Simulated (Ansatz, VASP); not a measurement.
**SnO: VASP beside Ansatz**

INCAR

```
SYSTEM = SnO
PREC     = Accurate       ! precision mode
ENCUT    = 520            ! plane-wave cutoff, eV
EDIFF    = 1E-6           ! SCF threshold, eV
ISMEAR   = 0              ! smearing method
SIGMA    = 0.02           ! smearing width, eV
LREAL    = .False.        ! projectors in reciprocal space
LASPH    = .True.         ! aspherical terms in the spheres
NELM     = 80             ! most SCF steps
ALGO     = Normal         ! electronic algorithm
ISIF     = 2              ! what is computed and relaxed
LWAVE    = .False.        ! write WAVECAR
LCHARG   = .False.        ! write CHGCAR
GGA      = PS             ! functional
NBANDS   = 50             ! bands
```

The input KPOINTS:

```
Automatic mesh
0
Gamma
  10 10 4
  0 0 0
```

File POSCAR:

```
SnO
1.0
    2.7369120000     -2.7377960000      0.0000000000
    2.7369120000      2.7377960000      0.0000000000
    0.0000000000      0.0000000000     10.2219600000
Sn O
4 4
Direct
    0.7365470000      0.2634530000      0.8638580000
    0.2634530000      0.7365470000      0.1361420000
    0.7634530000      0.2365470000      0.3638580000
    0.2365470000      0.7634530000      0.6361420000
    0.2619440000      0.2380560000      0.2500000000
    0.7380560000      0.7619440000      0.7500000000
    0.2380560000      0.2619440000      0.7500000000
    0.7619440000      0.7380560000      0.2500000000
```

Input for Ansatz:

```yaml
crystal:
  lattice:
    - [2.736912, -2.737796, 0.0]
    - [2.736912, 2.737796, 0.0]
    - [0.0, 0.0, 10.22196]
  atoms:
    - { symbol: Sn, position: [0.736547, 0.263453, 0.863858] }
    - { symbol: Sn, position: [0.263453, 0.736547, 0.136142] }
    - { symbol: Sn, position: [0.763453, 0.236547, 0.363858] }
    - { symbol: Sn, position: [0.236547, 0.763453, 0.636142] }
    - { symbol: O, position: [0.261944, 0.238056, 0.25] }
    - { symbol: O, position: [0.738056, 0.761944, 0.75] }
    - { symbol: O, position: [0.238056, 0.261944, 0.75] }
    - { symbol: O, position: [0.761944, 0.738056, 0.25] }
basis:
  ecutwfc: 420
kpoints:
  mp_grid: { grid: [10, 10, 4] }
hamiltonian:
  xc: pbesol
scf:
  occupations: { method: gaussian, width: 0.02 }
output:
  forces: true
  stress: true
  eigenvalues: true
```

Alike in both runs: task single point; functional PBEsol; k mesh 10 × 10 × 4; occupations gaussian, width 0.02 eV; no spin polarisation.

|  | VASP | Ansatz |
| --- | --- | --- |
| version | VASP 6.6.1 | Ansatz 0.2.0 |
| potentials or method | VASP PAW PBE potentials, release 64 (Sn_d, O), cutoff 520 eV | scalar-relativistic, plane waves, PAW |
| valence electrons in the cell | 80 | 80 |

```csv
,VASP,Ansatz,Ansatz less VASP
gap on the k mesh at the Fermi level (eV),0.50,0.50,-0.005
least direct gap on the mesh (eV),1.63,1.68,+0.044
pressure (GPa),-3.9,-4.0,-0.18
"traceless stress, the component that is largest in VASP (GPa)",0.46,0.45,-0.014
rms of the force components (eV/Å),0.126,0.157,+0.0309
```

VASP's potentials were made for PBE, not for PBEsol. Atom by atom the forces differ by 0.031 eV/Å (rms over components). With one functional, cell and mesh, what is left measures potentials, basis and numerics.
